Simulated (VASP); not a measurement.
# BN in VASP: settings compared

Aim: see how the results for BN move with the level of theory and the settings. Levels: r2SCAN, PBE. Tasks: single point.

Program: VASP 6.6.1. These are calculated values, not measurements. Logs are shortened: lines on timing, memory, paths and dates and some standing lists are left out, and cuts for length are marked.

### Step 1. The cell of the first run

It takes space group I-4m2 (No. 119, tetragonal). The conventional cell has a = 2.552 Å, b = 2.552 Å, c = 3.784 Å, α = 90.00°, β = 90.00°, γ = 90.00°. B (site symmetry -4m2) has 4 N at 1.59 Å within 2.1 Å. N (site symmetry -4m2) has 4 B at 1.59 Å within 2.1 Å.

### Step 2. Single point, r2SCAN (uniaxial z strain +4.8%)

Input file POSCAR:

```
BN
1.0
    0.0000000000      1.8048254497      1.8919985189
    1.8048254497      0.0000000000      1.8919985189
    1.8048254497      1.8048254497      0.0000000000
B N
1 1
Direct
    0.0000000000      0.0000000000      0.0000000000
    0.2500000000      0.2500000000      0.2500000000
```

Input file INCAR.step1:

```
PREC = Accurate
ENCUT = 520
ISMEAR = 0
SIGMA = 0.01
LREAL = False
LASPH = True
NELM = 100
NBANDS = 11
GGA = PE
ALGO = Normal
EDIFF = 1E-4
LWAVE = True
LCHARG = False
```

Input file INCAR.step2:

```
PREC = Accurate
ENCUT = 520
EDIFF = 1E-6
ISMEAR = 0
SIGMA = 0.01
LREAL = False
LASPH = True
NELM = 100
ALGO = Normal
ISIF = 2
LWAVE = False
LCHARG = False
METAGGA = R2SCAN
LMIXTAU = True
NBANDS = 11
ISTART = 1
```

Input file KPOINTS:

```
regular mesh
0
Gamma
  12 12 12
```

Potentials or basis: VASP PAW PBE potentials, release 64 (B, N).

Command:

```console
cat potpaw_PBE.64/B/POTCAR potpaw_PBE.64/N/POTCAR > POTCAR
cp INCAR.step1 INCAR
mpirun -np 1 vasp_std > vasp.out
cp INCAR.step2 INCAR
mpirun -np 1 vasp_std > vasp.out
```

OUTCAR:

```text
PREC = Accurate
   ENCUT = 520
   EDIFF = 1E-6
   ISMEAR = 0
   LREAL = False
   LASPH = True
   NELM = 100
   ISIF = 2
   METAGGA = R2SCAN
   ISTART = 1

 ion  position               nearest neighbor table
   1  0.000  0.000  0.000-   2 1.59   2 1.59   2 1.59   2 1.59
   2  0.250  0.250  0.250-   1 1.59   1 1.59   1 1.59   1 1.59

  LATTYP: Found a body centered tetragonal cell.
 ALAT       =     2.5524086287
 C/A-ratio  =     1.4825200774

  Lattice vectors:

 A1 = (  -1.8048254497,   0.0000000000,   1.8919985189)
 A2 = (   1.8048254497,   0.0000000000,   1.8919985189)
 A3 = (   0.0000000000,   1.8048254497,  -1.8919985189)

Analysis of symmetry for initial positions (statically):
=====================================================================
 Subroutine PRICEL returns:
 Original cell was already a primitive cell.

 Routine SETGRP: Setting up the symmetry group for a
 body centered tetragonal supercell.

 Subroutine GETGRP returns: Found  8 space group operations
 (whereof  8 operations were pure point group operations)
 out of a pool of 16 trial point group operations.

The static configuration has the point symmetry D_2d.

Analysis of symmetry for dynamics (positions and initial velocities):
=====================================================================
 Subroutine PRICEL returns:
 Original cell was already a primitive cell.

 Routine SETGRP: Setting up the symmetry group for a
 body centered tetragonal supercell.

 Subroutine GETGRP returns: Found  8 space group operations
 (whereof  8 operations were pure point group operations)
 out of a pool of 16 trial point group operations.

The dynamic configuration has the point symmetry D_2d.

 Subroutine INISYM returns: Found  8 space group operations
 (whereof  8 operations are pure point group operations),
 and found     1 'primitive' translations

----------------------------------------------------------------------------------------

                                     Primitive cell

  volume of cell :      12.3260

  direct lattice vectors                    reciprocal lattice vectors
     0.000000000  1.804825450  1.891998519    -0.277035101  0.277035101  0.264270820
     1.804825450  0.000000000  1.891998519     0.277035101 -0.277035101  0.264270820
     1.804825450  1.804825450  0.000000000     0.277035101  0.277035101 -0.264270820

  length of vectors
     2.614775956  2.614775956  2.552408629     0.472584342  0.472584342  0.472584342

  position of ions in fractional coordinates (direct lattice)
     0.000000000  0.000000000  0.000000000
     0.250000000  0.250000000  0.250000000

  ion indices of the primitive-cell ions
   primitive index   ion index
                 1           1
                 2           2

----------------------------------------------------------------------------------------

 KPOINTS: regular mesh

Automatic generation of k-mesh.
 Grid dimensions read from file:
 generate k-points for:   12   12   12

 Generating k-lattice:

  Cartesian coordinates                     Fractional coordinates (reciprocal lattice)
    -0.023086258  0.023086258  0.022022568     0.083333333  0.000000000  0.000000000
     0.023086258 -0.023086258  0.022022568     0.000000000  0.083333333  0.000000000
     0.023086258  0.023086258 -0.022022568    -0.000000000 -0.000000000  0.083333333

  Length of vectors
     0.039382028  0.039382028  0.039382028

  Shift w.r.t. Gamma in fractional coordinates (k-lattice)
     0.000000000  0.000000000  0.000000000

 Subroutine IBZKPT returns following result:
 ===========================================

 Found    163 irreducible k-points:

 Following reciprocal coordinates:
            Coordinates               Weight
  0.000000  0.000000  0.000000      1.000000
  0.083333 -0.000000  0.000000      8.000000
  0.166667  0.000000  0.000000      8.000000
  0.250000  0.000000  0.000000      8.000000
  0.333333  0.000000  0.000000      8.000000
  0.416667  0.000000  0.000000      8.000000
[... 16 lines left out ...]
  0.500000  0.166667  0.000000      8.000000
 -0.416667  0.166667  0.000000      8.000000
 [... further k-points ...]
   k-points           NKPTS =    163   k-points in BZ     NKDIM =    163   number of bands    NBANDS=     11
   number of dos      NEDOS =    301   number of ions     NIONS =      2
   total plane-waves  NPLWV =   8000
   dimension x,y,z NGX =    20 NGY =   20 NGZ =   20
   dimension x,y,z NGXF=    40 NGYF=   40 NGZF=   40
   ions per type =               1   1
   NGX,Y,Z   is equivalent  to a cutoff of  12.72, 12.72, 13.03 a.u.
   NGXF,Y,Z  is equivalent  to a cutoff of  25.43, 25.43, 26.05 a.u.
 SYSTEM =  unknown system
   PREC   = accura    normal or accurate (medium, high low for compatibility)
   ISTART =      1    job   : 0-new  1-cont  2-samecut
   ICHARG =      0    charge: 1-file 2-atom 10-const
   ISPIN  =      1    spin polarized calculation?
   LNONCOLLINEAR =      F non collinear calculations
   LSORBIT =      F    spin-orbit coupling
   LASPH  =      T    aspherical Exc in radial PAW
   ENCUT  =  520.0 eV  38.22 Ry    6.18 a.u.   4.86  4.86  4.75*2*pi/ulx,y,z
   NELM   =    100;   NELMIN=  2; NELMDL=  0     # of ELM steps
   EDIFF  = 0.1E-05   stopping-criterion for ELM
   LREAL  =      F    real-space projection
   EDIFFG = 0.1E-04   stopping-criterion for IOM
   NSW    =      0    number of steps for IOM
   IBRION =     -1    ionic relax: 0-MD 1-quasi-New 2-CG
   NFREE  =      0    steps in history (QN), initial steepest desc. (CG)
   ISIF   =      2    stress and relaxation
   ISYM   =      2    0-nonsym 1-usesym 2-fastsym
   POTIM  = 0.5000    time-step for ionic-motion
   TEBEG  =    0.0;   TEEND  =   0.0 temperature during run
   PSTRESS=    0.0 pullay stress
   NELECT =       8.0000    total number of electrons
   NUPDOWN=      -1.0000    fix difference up-down
   EMIN   =  10.00;   EMAX   =-10.00  energy-range for DOS
   EFERMI =   0.00;   METHOD = LEGACY
   ISMEAR =     0;   SIGMA  =   0.01  broadening in eV -4-tet -1-fermi 0-gaus
   EFERMI_NEDOS =   21; number of points for ismear=-14 and -15
   IALGO  =     38    algorithm
   IMIX   =      4    mixing-type and parameters
     AMIX     =   0.40;   BMIX     =  1.00
     AMIX_MAG =   1.60;   BMIX_MAG =  1.00
  volume/ion in A,a.u.               =       6.16        41.59
  Fermi-wavevector in a.u.,A,eV,Ry     =   1.417417  2.678530 27.335085  2.009072
  Thomas-Fermi vector in A             =   2.538650
   LORBIT       =      0    0 simple, 1 ext, 2 COOP (PROOUT), +10 PAW based schemes
   METAGGA = R2SCAN    functional components
   LHFCALC =     F    Hartree Fock is set to
   AEXX    =    0.0000 exact exchange contribution
   IVDW    =     0    specifies the selected vdW correction
   LEPSILON=     F    determine dielectric tensor
   LRPA    =     F    only Hartree local field effects (RPA)
 non-spin polarized calculation
 Gauss-broadening in eV      SIGMA  =   0.01
  energy-cutoff  :      520.00
  volume of cell :       12.33
 maximum number of plane-waves:       344
   NGX =  9   NGY =  9   NGZ =  9

 number of electron       8.0000000 magnetization

 Free energy of the ion-electron system (eV)
  ---------------------------------------------------
  ext. energy  EPLUGINS =         0.00000000
  ---------------------------------------------------
  free energy    TOTEN  =       -19.10877496 eV

  energy without entropy =      -19.10877496  energy(sigma->0) =      -19.10877496

 E-fermi :   6.9514     XC(G=0): -13.4231

 val. band max:        6.8971799759   @ k =   0.0000   0.0000   0.0000
 cond. band min:      11.3996495369   @ k =   0.5000   0.0000   0.5000
 fundamental gap:      4.5024695611
 Fermi energy:         6.9514457724

 k-point     1 :       0.0000    0.0000    0.0000
  band No.  band energies     occupation
      1     -14.0719      2.00000
      2       6.3981      2.00000
      3       6.8972      2.00000
      4       6.8972      2.00000
      5      15.9552      0.00000
      6      15.9552      0.00000
      7      16.2916      0.00000
      8      17.0469      0.00000
      9      32.0434      0.00000
     10      33.4815      0.00000
     11      34.4692      0.00000

 k-point     2 :       0.0833   -0.0000    0.0000
  band No.  band energies     occupation
      1     -13.9027      2.00000
      2       5.7359      2.00000
      3       6.4397      2.00000
      4       6.7381      2.00000
      5      16.0472      0.00000
      6      16.2354      0.00000
      7      16.5852      0.00000
      8      17.7036      0.00000
      9      31.6284      0.00000
     10      32.0610      0.00000
     11      33.8072      0.00000

 k-point     3 :       0.1667    0.0000    0.0000
  band No.  band energies     occupation
      1     -13.4026      2.00000
      2       3.6685      2.00000
      3       5.9026      2.00000
      4       6.3490      2.00000
      5      16.2035      0.00000
      6      16.9110      0.00000
      7      17.1913      0.00000
      8      19.1990      0.00000
      9      30.3987      0.00000
     10      31.7152      0.00000
     11      32.0276      0.00000

 k-point     4 :       0.2500    0.0000    0.0000
  band No.  band energies     occupation
      1     -12.5990      2.00000
      2       1.1873      2.00000
      3       5.3350      2.00000
      4       5.8977      2.00000
      5      16.3327      0.00000
      6      17.6140      0.00000
      7      17.7666      0.00000
      8      20.6988      0.00000
      9      30.1811      0.00000
     10      31.3639      0.00000
     11      31.3749      0.00000
[... 239 lines left out ...]
 k-point    22 :       0.4167    0.1667    0.0000
  band No.  band energies     occupation
      1     -10.8029      2.00000
      2      -1.4177      2.00000
      3       3.1918      2.00000
      4       4.1702      2.00000
      5      16.1291      0.00000
      6      19.0301      0.00000
      7      20.2895      0.00000
      8      21.4127      0.00000
      9      27.6248      0.00000
     10      33.1700      0.00000
     11      35.9509      0.00000

 k-point    23 :       0.5000    0.1667    0.0000
  band No.  band energies     occupation
      1      -9.8654      2.00000
      2      -2.9554      2.00000
      3       2.5634      2.00000
      4       4.2667      2.00000
      5      16.5361      0.00000
      6      18.9176      0.00000
      7      20.0772      0.00000
      8      22.6360      0.00000
      9      28.3319      0.00000
     10      33.4497      0.00000
     11      35.1114      0.00000

 k-point    24 :      -0.4167    0.1667    0.0000
  band No.  band energies     occupation
      1      -9.6126      2.00000
      2      -3.3173      2.00000
      3       2.1777      2.00000
      4       4.5905      2.00000
      5      17.0532      0.00000
      6      18.7673      0.00000
      7      19.6500      0.00000
      8      22.9038      0.00000
      9      28.9480      0.00000
     10      32.8434      0.00000
     11      33.9461      0.00000

 [... further k-points ...]

------------------------ aborting loop because EDIFF is reached ----------------------------------------

  FORCE on cell =-STRESS in cart. coord.  units (eV):
  Direction    XX          YY          ZZ          XY          YZ          ZX
  --------------------------------------------------------------------------------------
  -------------------------------------------------------------------------------------
  Total       -0.4340459     -0.4340459     -2.8204786      0.0000000      0.0000000      0.0000000
  in kB      -56.4189536    -56.4189536   -366.6166594      0.0000000      0.0000000      0.0000000
  external PRESSURE =    -159.8181888 kB  Pullay stress =       0.0000000 kB

 VOLUME and BASIS-vectors are now :
 -----------------------------------------------------------------------------
  energy-cutoff  :      520.00
  volume of cell :       12.33
      direct lattice vectors                 reciprocal lattice vectors
     0.000000000  1.804825450  1.891998519    -0.277035101  0.277035101  0.264270820
     1.804825450  0.000000000  1.891998519     0.277035101 -0.277035101  0.264270820
     1.804825450  1.804825450  0.000000000     0.277035101  0.277035101 -0.264270820

 POSITION                                       TOTAL-FORCE (eV/Angst)
 -----------------------------------------------------------------------------------
      0.00000      0.00000      0.00000         0.000000      0.000000      0.000000
      0.90241      0.90241      0.94600        -0.000000     -0.000000     -0.000000
 -----------------------------------------------------------------------------------
    total drift:                               -0.000000     -0.000000      0.000001

  FREE ENERGIE OF THE ION-ELECTRON SYSTEM (eV)
  ---------------------------------------------------
  free  energy   TOTEN  =       -19.1087749619 eV

  energy  without entropy=      -19.1087749619  energy(sigma->0) =      -19.10877496
```

Run time: 44 s. Hardware: 1 thread of Intel Xeon 6975P-C (Granite Rapids), shared host; peak memory 0.14 GiB.

What came out:

```
Free energy            : -19.1088 eV
Pressure               : -16.0 GPa
Band gap on the k mesh : 4.50 eV, indirect (least direct gap 9.06 eV)
```

Levels at points of the mesh, in eV from the valence-band top:
| k point | band 1 | band 2 | band 3 | band 4 | band 5 | band 6 | band 7 | band 8 | band 9 |
| --- | --- | --- | --- | --- | --- | --- | --- | --- | --- |
| (0.00, 0.00, 0.00) | -20.97 | -0.50 | 0.00 | 0.00 | 9.06 | 9.06 | 9.39 | 10.15 | 25.15 |
| (0.50, 0.00, 0.00) | -16.87 | -10.85 | -2.47 | -1.72 | 9.50 | 11.32 | 11.34 | 15.78 | 24.00 |
| (0.50, 0.50, 0.00) | -15.86 | -9.65 | -4.61 | -4.61 | 5.31 | 10.14 | 18.31 | 18.31 | 20.62 |
| (0.50, 0.00, 0.50) | -15.34 | -8.98 | -5.26 | -5.24 | 4.50 | 9.03 | 18.01 | 18.71 | 21.54 |

Caveat: the cell differs from its parent crystal (uniaxial z strain +4.8%); the PAW data sets were made with another functional, which shifts forces and pressure a little. A k mesh can miss the band edges.

### Step 3. Single point, PBE (shear xy strain -4.2%)

Input file INCAR:

```
SYSTEM = BN
ALGO = Normal
EDIFF = 1E-6
ENCUT = 520
GGA = PE
ISIF = 2
ISMEAR = -1
LASPH = .True.
LCHARG = .False.
LREAL = .False.
LWAVE = .False.
NBANDS = 11
NELM = 100
PREC = Accurate
SIGMA = 0.02
```

Input file KPOINTS:

```
k-points
0
Gamma
  12 12 12
  0 0 0
```

Input file POSCAR:

```
BN
1.0
   -0.0383525408      1.8048254497      1.8048254497
    1.8048254497     -0.0383525408      1.8048254497
    1.7664729089      1.7664729089      0.0000000000
B N
1 1
Direct
   -0.0001979871     -0.0001979871      0.0001979871
    0.2501979871      0.2501979871      0.2498020129
```

Potentials or basis: VASP PAW PBE potentials, release 64 (B, N).

Command:

```console
cat potpaw_PBE.64/B/POTCAR potpaw_PBE.64/N/POTCAR > POTCAR
mpirun -np 1 vasp_std > vasp.out
```

OUTCAR:

```text
SYSTEM = BN
   EDIFF = 1E-6
   ENCUT = 520
   GGA = PE
   ISIF = 2
   ISMEAR = -1
   LASPH = .True.
   LREAL = .False.
   NELM = 100
   PREC = Accurate

 ion  position               nearest neighbor table
   1  1.000  1.000  0.000-   2 1.54   2 1.54   2 1.58   2 1.58
   2  0.250  0.250  0.250-   1 1.54   1 1.54   1 1.58   1 1.58

  LATTYP: Found a body centered orthorhombic cell.
 ALAT       =     2.4981699453
 B/A-ratio  =     1.0434227331
 C/A-ratio  =     1.4449180714

  Lattice vectors:
[... 522 lines left out ...]

------------------------ aborting loop because EDIFF is reached ----------------------------------------

  FORCE on cell =-STRESS in cart. coord.  units (eV):
  Direction    XX          YY          ZZ          XY          YZ          ZX
  --------------------------------------------------------------------------------------
  -------------------------------------------------------------------------------------
  Total        0.4495217      0.4495217      0.3845616      1.4358662      0.0000000      0.0000000
  in kB       61.2804288     61.2804288     52.4248363    195.7424861      0.0000000      0.0000000
  external PRESSURE =      58.3285647 kB  Pullay stress =       0.0000000 kB

 VOLUME and BASIS-vectors are now :
 -----------------------------------------------------------------------------
  energy-cutoff  :      520.00
  volume of cell :       11.75
      direct lattice vectors                 reciprocal lattice vectors
    -0.038352541  1.804825450  1.804825450    -0.271270600  0.271270600  0.277035101
     1.804825450 -0.038352541  1.804825450     0.271270600 -0.271270600  0.277035101
     1.766472909  1.766472909  0.000000000     0.283049911  0.283049911 -0.277035101

 POSITION                                       TOTAL-FORCE (eV/Angst)
 -----------------------------------------------------------------------------------
      1.76647      1.76647      3.60894        -0.000000     -0.000000     -0.055976
      0.88324      0.88324      0.90313         0.000000      0.000000      0.055976
 -----------------------------------------------------------------------------------
    total drift:                               -0.000000     -0.000000      0.000018

  FREE ENERGIE OF THE ION-ELECTRON SYSTEM (eV)
  ---------------------------------------------------
  free  energy   TOTEN  =       -17.4177190030 eV

  energy  without entropy=      -17.4177190030  energy(sigma->0) =      -17.41771900
```

OSZICAR:

```text
N       E                     dE             d eps       ncg     rms          rms(c)
DAV:   1     0.105225826600E+02    0.10523E+02   -0.49919E+03  6416   0.722E+02
DAV:   2    -0.178794632760E+02   -0.28402E+02   -0.27593E+02  7337   0.165E+02
DAV:   3    -0.183979610543E+02   -0.51850E+00   -0.51780E+00  7252   0.191E+01
DAV:   4    -0.183985531835E+02   -0.59213E-03   -0.59212E-03  6594   0.722E-01
DAV:   5    -0.183985537309E+02   -0.54734E-06   -0.54726E-06  7078   0.215E-02    0.675E+00
DAV:   6    -0.175065889471E+02    0.89196E+00   -0.29514E+00  6532   0.994E+00    0.329E+00
DAV:   7    -0.174320898544E+02    0.74499E-01   -0.10801E-01  7008   0.271E+00    0.193E+00
DAV:   8    -0.174174455995E+02    0.14644E-01   -0.36349E-02  6850   0.139E+00    0.198E-01
DAV:   9    -0.174176268478E+02   -0.18125E-03   -0.10141E-03  6508   0.269E-01    0.856E-02
DAV:  10    -0.174177135441E+02   -0.86696E-04   -0.12835E-04  6754   0.966E-02    0.154E-02
DAV:  11    -0.174177188677E+02   -0.53236E-05   -0.89962E-06  7053   0.251E-02    0.104E-02
DAV:  12    -0.174177190030E+02   -0.13537E-06   -0.13540E-06  3871   0.829E-03
   1 F= -.17417719E+02 E0= -.17417719E+02  d E =-.200188E-11
```

Run time: 20 s. Hardware: 1 thread of Intel Xeon 6975P-C (Granite Rapids), shared host; peak memory 0.14 GiB.

What came out:

```yaml
Free_energy: -17.4177 eV
Pressure: 5.8 GPa
Largest_force: 0.056 eV/Å
Band_gap_on_the_k_mesh: 4.25 eV, indirect (least direct gap 8.19 eV)
```

Forces in eV/Å, atoms in the order of the input:
```
B    0.000  0.000 -0.056
N    0.000  0.000  0.056
```

Caveat: the cell differs from its parent crystal (shear xy strain -4.2%). A k mesh can miss the band edges.

(Part 1 of 2 ends here.)
